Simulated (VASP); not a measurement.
Crystal: Ni.

```xyz
1
Lattice="-1.4151 1.4151 1.3230 1.4151 -1.4151 1.3230 1.4151 1.4151 -1.3230" Properties=species:S:1:pos:R:3 pbc="T T T"
Ni    0.0000    0.0000    0.0000
```

Base run:

- Program: VASP 6.6.1
- Functional: PBE
- Potentials or basis: VASP PAW PBE potentials, release 64 (Ni_sv_GW)
- Cutoff: 590 eV
- k mesh: 10 × 10 × 10
- Occupations: gaussian, width 0.1 eV
- Spin: collinear spin, ferromagnetic start
- Starting moments: [2.0] μB

Its results: pressure 4.0 GPa; net moment 0.60 μB per cell; site moments Ni +0.64 μB.

Q: The run is repeated on the same cell with these changes: potentials or basis from VASP PAW PBE potentials, release 64 (Ni_sv_GW) to VASP PAW PBE potentials, release 64 (Ni); cutoff from 590 eV to 520 eV; further incar settings from ALGO = Normal; EDIFF = 1e-06; NBANDS = 19 to ALGO = Normal; EDIFF = 1e-06; NBANDS = 15; valence electrons from 18 to 10. What comes out?

A: Pressure 7.6 GPa; net moment 0.58 μB per cell; site moments Ni +0.59 μB.
